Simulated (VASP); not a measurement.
# GaN (Pmn2_1) in VASP: single point with PBE

Aim: the single point of GaN with PBE.

Program: VASP 6.6.1. These are calculated values, not measurements. Logs are shortened: lines on timing, memory, paths and dates and some standing lists are left out, and cuts for length are marked.

## 1. The cell of the first run

It takes space group Pmn2_1 (No. 31, orthorhombic). Conventional cell: a = 3.187 Å, b = 9.411 Å, c = 4.507 Å, α = 90.00°, β = 90.00°, γ = 90.00°. Within 2.4 Å of Ga (site symmetry m) lie 4 N at 1.83 to 1.95 Å. Within 2.6 Å of Ga (site symmetry m) lie 4 N at 1.95 Å. Ga (site symmetry m) has 4 N at 1.95 Å within 2.6 Å. Within 2.6 Å of N (site symmetry m) lie 4 Ga at 1.95 Å. Within 2.6 Å of N (site symmetry m) lie 4 Ga at 1.95 Å. N (site symmetry m) has 4 Ga at 1.83 to 1.95 Å within 2.4 Å.

## 2. Single point, PBE

Input file INCAR:

```
PREC     = Accurate       # precision mode
ENCUT    = 520            # plane-wave cutoff, eV
EDIFF    = 1E-7           # SCF threshold, eV
ISMEAR   = 0              # smearing method
SIGMA    = 0.05           # smearing width, eV
LREAL    = F              # projectors in reciprocal space
LASPH    = T              # aspherical terms in the spheres
NELM     = 100            # most SCF steps
ALGO     = Normal         # electronic algorithm
ISIF     = 2              # what is computed and relaxed
LWAVE    = F              # write WAVECAR
LCHARG   = F              # write CHGCAR
GGA      = PE             # functional
NBANDS   = 66             # bands
```

Input file KPOINTS:

```
Automatic mesh
0
Gamma
  6 8 3
```

Input file POSCAR:

```
GaN
1.0
    4.5070012150      0.0000000000      0.0000000000
    0.0000000000      2.2535006075     -2.2535006075
    0.0000000000      6.6544358053      6.6544358053
Ga N
6 6
Direct
    0.0000000000      0.0000000000      0.9312606173
    0.5000000000      0.5000000000      0.0846446631
    0.0000000000      0.0000000000      0.2539678539
    0.5000000000      0.5000000000      0.4232910448
    0.0000000000      0.0000000000      0.5926142356
    0.5000000000      0.5000000000      0.7619374264
    0.7500000000      0.0000000000      0.4232910448
    0.2500000000      0.5000000000      0.5926142356
    0.7500000000      0.0000000000      0.7619374264
    0.2500000000      0.5000000000      0.9312606173
    0.7500000000      0.0000000000      0.0846446631
    0.2500000000      0.5000000000      0.2539678539
```

Potentials or basis: VASP PAW PBE potentials, release 64 (Ga_d, N).

On the command line:

```console
$ cat potpaw_PBE.64/Ga_d/POTCAR potpaw_PBE.64/N/POTCAR > POTCAR
$ mpirun -np 1 vasp_std > vasp.out
```

OUTCAR:

```text
PREC = Accurate
   ENCUT = 520
   EDIFF = 1E-7
   ISMEAR = 0
   LREAL = F
   LASPH = T
   NELM = 100
   ISIF = 2
   GGA = PE

 ion  position               nearest neighbor table
   1  0.000  0.000  0.931-  11 1.83  10 1.95  10 1.95   9 1.95
   2  0.500  0.500  0.085-  10 1.83  12 1.95  11 1.95  11 1.95
   3  0.000  0.000  0.254-  11 1.95  12 1.95  12 1.95   7 1.95
   4  0.500  0.500  0.423-   8 1.95   7 1.95   7 1.95  12 1.95
   5  0.000  0.000  0.593-   7 1.95   9 1.95   8 1.95   8 1.95
   6  0.500  0.500  0.762-   8 1.95   9 1.95   9 1.95  10 1.95
   7  0.750  0.000  0.423-   5 1.95   4 1.95   4 1.95   3 1.95
   8  0.250  0.500  0.593-   4 1.95   6 1.95   5 1.95   5 1.95
   9  0.750  0.000  0.762-   5 1.95   6 1.95   6 1.95   1 1.95
  10  0.250  0.500  0.931-   2 1.83   1 1.95   1 1.95   6 1.95
  11  0.750  0.000  0.085-   1 1.83   3 1.95   2 1.95   2 1.95
  12  0.250  0.500  0.254-   2 1.95   3 1.95   3 1.95   4 1.95

  LATTYP: Found a simple orthorhombic cell.
 ALAT       =     3.1869311219
 B/A-ratio  =     1.4142135624
 C/A-ratio  =     2.9529327763

  Lattice vectors:

 A1 = (   0.0000000000,  -2.2535006075,   2.2535006075)
 A2 = (   4.5070012150,   0.0000000000,   0.0000000000)
 A3 = (   0.0000000000,   6.6544358053,   6.6544358053)

Analysis of symmetry for initial positions (statically):
=====================================================================
 Subroutine PRICEL returns:
 Original cell was already a primitive cell.

 Routine SETGRP: Setting up the symmetry group for a
 simple orthorhombic supercell.

 Subroutine GETGRP returns: Found  4 space group operations
 (whereof  2 operations were pure point group operations)
 out of a pool of  8 trial point group operations.

The static configuration has the point symmetry C_1h.
 The point group associated with its full space group is C_2v.

Analysis of symmetry for dynamics (positions and initial velocities):
=====================================================================
 Subroutine PRICEL returns:
 Original cell was already a primitive cell.

 Routine SETGRP: Setting up the symmetry group for a
 simple orthorhombic supercell.

 Subroutine GETGRP returns: Found  4 space group operations
 (whereof  2 operations were pure point group operations)
 out of a pool of  8 trial point group operations.

The dynamic configuration has the point symmetry C_1h.
 The point group associated with its full space group is C_2v.

 Subroutine INISYM returns: Found  4 space group operations
 (whereof  2 operations are pure point group operations),
 and found     1 'primitive' translations

----------------------------------------------------------------------------------------

                                     Primitive cell

  volume of cell :     135.1720

  direct lattice vectors                    reciprocal lattice vectors
     4.507001215  0.000000000  0.000000000     0.221877020  0.000000000  0.000000000
     0.000000000  2.253500607 -2.253500607     0.000000000  0.221877020 -0.221877020
     0.000000000  6.654435805  6.654435805     0.000000000  0.075137850  0.075137850

  length of vectors
     4.507001215  3.186931122  9.410793366     0.221877020  0.313781491  0.106260967

  position of ions in fractional coordinates (direct lattice)
     0.000000000  0.000000000  0.931260617
     0.500000000  0.500000000  0.084644663
     0.000000000  0.000000000  0.253967854
     0.500000000  0.500000000  0.423291045
     0.000000000  0.000000000  0.592614236
     0.500000000  0.500000000  0.761937426
     0.750000000  0.000000000  0.423291045
     0.250000000  0.500000000  0.592614236
     0.750000000  0.000000000  0.761937426
     0.250000000  0.500000000  0.931260617
     0.750000000  0.000000000  0.084644663
     0.250000000  0.500000000  0.253967854

  ion indices of the primitive-cell ions
   primitive index   ion index
                 1           1
                 2           2
                 3           3
                 4           4
                 5           5
                 6           6
                 7           7
                 8           8
                 9           9
                10          10
                11          11
                12          12

----------------------------------------------------------------------------------------

 KPOINTS: Automatic mesh

Automatic generation of k-mesh.
 Grid dimensions read from file:
 generate k-points for:    6    8    3

 Generating k-lattice:

  Cartesian coordinates                     Fractional coordinates (reciprocal lattice)
     0.036979503  0.000000000  0.000000000     0.166666667  0.000000000  0.000000000
     0.000000000  0.027734628 -0.027734628     0.000000000  0.125000000  0.000000000
     0.000000000  0.025045950  0.025045950     0.000000000  0.000000000  0.333333333

  Length of vectors
     0.036979503  0.039222686  0.035420322

  Shift w.r.t. Gamma in fractional coordinates (k-lattice)
     0.000000000  0.000000000  0.000000000

 Subroutine IBZKPT returns following result:
 ===========================================

 Found     40 irreducible k-points:

 Following reciprocal coordinates:
            Coordinates               Weight
  0.000000  0.000000  0.000000      1.000000
  0.166667  0.000000  0.000000      2.000000
  0.333333  0.000000  0.000000      2.000000
  0.500000  0.000000  0.000000      1.000000
  0.000000  0.125000  0.000000      2.000000
  0.166667  0.125000  0.000000      4.000000
[... 16 lines left out ...]
  0.333333  0.000000  0.333333      4.000000
  0.500000  0.000000  0.333333      2.000000
 [... further k-points ...]
   k-points           NKPTS =     40   k-points in BZ     NKDIM =     40   number of bands    NBANDS=     66
   number of dos      NEDOS =    301   number of ions     NIONS =     12
   total plane-waves  NPLWV =  60480
   dimension x,y,z NGX =    36 NGY =   24 NGZ =   70
   dimension x,y,z NGXF=    72 NGYF=   48 NGZF=  140
   ions per type =               6   6
   NGX,Y,Z   is equivalent  to a cutoff of  13.28, 12.52, 12.37 a.u.
   NGXF,Y,Z  is equivalent  to a cutoff of  26.56, 25.04, 24.73 a.u.
 SYSTEM =  unknown system
   PREC   = accura    normal or accurate (medium, high low for compatibility)
   ISTART =      0    job   : 0-new  1-cont  2-samecut
   ICHARG =      2    charge: 1-file 2-atom 10-const
   ISPIN  =      1    spin polarized calculation?
   LNONCOLLINEAR =      F non collinear calculations
   LSORBIT =      F    spin-orbit coupling
   LASPH  =      T    aspherical Exc in radial PAW
   ENCUT  =  520.0 eV  38.22 Ry    6.18 a.u.   8.38  5.93 17.50*2*pi/ulx,y,z
   NELM   =    100;   NELMIN=  2; NELMDL= -5     # of ELM steps
   EDIFF  = 0.1E-06   stopping-criterion for ELM
   LREAL  =      F    real-space projection
   EDIFFG = 0.1E-05   stopping-criterion for IOM
   NSW    =      0    number of steps for IOM
   IBRION =     -1    ionic relax: 0-MD 1-quasi-New 2-CG
   NFREE  =      0    steps in history (QN), initial steepest desc. (CG)
   ISIF   =      2    stress and relaxation
   ISYM   =      2    0-nonsym 1-usesym 2-fastsym
   POTIM  = 0.5000    time-step for ionic-motion
   TEBEG  =    0.0;   TEEND  =   0.0 temperature during run
   PSTRESS=    0.0 pullay stress
   NELECT =     108.0000    total number of electrons
   NUPDOWN=      -1.0000    fix difference up-down
   EMIN   =  10.00;   EMAX   =-10.00  energy-range for DOS
   EFERMI =   0.00;   METHOD = LEGACY
   ISMEAR =     0;   SIGMA  =   0.05  broadening in eV -4-tet -1-fermi 0-gaus
   EFERMI_NEDOS =   21; number of points for ismear=-14 and -15
   IALGO  =     38    algorithm
   IMIX   =      4    mixing-type and parameters
     AMIX     =   0.40;   BMIX     =  1.00
     AMIX_MAG =   1.60;   BMIX_MAG =  1.00
  volume/ion in A,a.u.               =      11.26        76.02
  Fermi-wavevector in a.u.,A,eV,Ry     =   1.519103  2.870688 31.397810  2.307674
  Thomas-Fermi vector in A             =   2.628134
   LORBIT       =      0    0 simple, 1 ext, 2 COOP (PROOUT), +10 PAW based schemes
   GGA     = PE    functional components
   LHFCALC =     F    Hartree Fock is set to
   AEXX    =    0.0000 exact exchange contribution
   IVDW    =     0    specifies the selected vdW correction
   LEPSILON=     F    determine dielectric tensor
   LRPA    =     F    only Hartree local field effects (RPA)
 non-spin polarized calculation
 Gauss-broadening in eV      SIGMA  =   0.05
  energy-cutoff  :      520.00
  volume of cell :      135.17
 maximum number of plane-waves:      3670
 NGX is ok and might be reduce to    36
   NGX = 17   NGY = 11   NGZ = 35

 number of electron     107.9999985 magnetization

 Free energy of the ion-electron system (eV)
  ---------------------------------------------------
  ext. energy  EPLUGINS =         0.00000000
  ---------------------------------------------------
  free energy    TOTEN  =       -72.55100152 eV

  energy without entropy =      -72.55100152  energy(sigma->0) =      -72.55100152

 E-fermi :   5.7433     XC(G=0): -11.7503

 val. band max:        5.5099335906   @ k =   0.0000   0.0000   0.0000
 cond. band min:       7.2719799490   @ k =   0.0000   0.0000   0.0000
 fundamental gap:      1.7620463584
 Fermi energy:         5.7433498881

 k-point     1 :       0.0000    0.0000    0.0000
  band No.  band energies     occupation
      1     -10.7040      2.00000
      2     -10.0091      2.00000
      3      -9.9224      2.00000
      4      -9.6172      2.00000
      5      -9.4543      2.00000
      6      -9.3966      2.00000
[... 58 lines left out ...]
     65      14.3139      0.00000
     66      15.4626      0.00000

 k-point     2 :       0.1667    0.0000    0.0000
  band No.  band energies     occupation
      1     -10.6037      2.00000
      2      -9.9628      2.00000
      3      -9.9018      2.00000
      4      -9.6348      2.00000
      5      -9.4738      2.00000
      6      -9.4237      2.00000
[... 1507 lines left out ...]
     65      14.2457      0.00000
     66      14.4440      0.00000

 k-point    24 :       0.5000    0.0000    0.3333
  band No.  band energies     occupation
      1     -10.0455      2.00000
      2     -10.0455      2.00000
      3      -9.6968      2.00000
      4      -9.6968      2.00000
      5      -9.5919      2.00000
      6      -9.5919      2.00000
[... 58 lines left out ...]
     65      14.2913      0.00000
     66      14.2913      0.00000

 [... further k-points ...]
[... 5 lines left out ...]
  --------------------------------------------------------------------------------------
  -------------------------------------------------------------------------------------
  Total        7.1117783      7.6753723      7.6753723      0.0000000      3.1124211      0.0000000
  in kB       84.2950754     90.9752885     90.9752885      0.0000000     36.8911631      0.0000000
  external PRESSURE =      88.7485508 kB  Pullay stress =       0.0000000 kB

 VOLUME and BASIS-vectors are now :
 -----------------------------------------------------------------------------
  energy-cutoff  :      520.00
  volume of cell :      135.17
      direct lattice vectors                 reciprocal lattice vectors
     4.507001215  0.000000000  0.000000000     0.221877020  0.000000000  0.000000000
     0.000000000  2.253500607 -2.253500607     0.000000000  0.221877020 -0.221877020
     0.000000000  6.654435805  6.654435805     0.000000000  0.075137850  0.075137850

 POSITION                                       TOTAL-FORCE (eV/Angst)
 -----------------------------------------------------------------------------------
      0.00000      6.19701      6.19701         0.742466     -1.062481     -1.062481
      2.25350      1.69001     -0.56349         0.742466      1.062481      1.062481
      0.00000      1.69001      1.69001         0.015162      0.192774      0.192774
      2.25350      3.94351      1.69001        -0.027479      0.004481      0.004481
      0.00000      3.94351      3.94351        -0.027479     -0.004481     -0.004481
      2.25350      6.19701      3.94351         0.015162     -0.192774     -0.192774
      3.38025      2.81676      2.81676         0.007278     -0.023633     -0.023633
      1.12675      5.07026      2.81676         0.007278      0.023633      0.023633
      3.38025      5.07026      5.07026         0.040463     -0.112622     -0.112622
      1.12675      7.32376      5.07026        -0.777890     -1.082549     -1.082549
      3.38025      0.56326      0.56326        -0.777890      1.082549      1.082549
      1.12675      2.81676      0.56326         0.040463      0.112622      0.112622
 -----------------------------------------------------------------------------------
    total drift:                               -0.000531      0.000021      0.000021

  FREE ENERGIE OF THE ION-ELECTRON SYSTEM (eV)
  ---------------------------------------------------
  free  energy   TOTEN  =       -72.5510015200 eV

  energy  without entropy=      -72.5510015200  energy(sigma->0) =      -72.55100152
```

It took 3.5 min on 1 thread of Intel Xeon 6975P-C (Granite Rapids), shared host; peak memory 0.39 GiB.

Results:

```
Free energy            : -72.5510 eV
Pressure               : 8.9 GPa
Largest force          : 1.717 eV/Å
Band gap on the k mesh : 1.76 eV
```

Forces in eV/Å, atoms in the order of the input:
```
Ga   0.742 -1.062 -1.062
Ga   0.742  1.062  1.062
Ga   0.015  0.193  0.193
Ga  -0.027  0.004  0.004
Ga  -0.027 -0.004 -0.004
Ga   0.015 -0.193 -0.193
N    0.007 -0.024 -0.024
N    0.007  0.024  0.024
N    0.040 -0.113 -0.113
N   -0.778 -1.083 -1.083
N   -0.778  1.083  1.083
N    0.040  0.113  0.113
```

Caveat: forces of over 1 eV/Å act on the atoms, so gaps and moduli don't describe the material at rest.
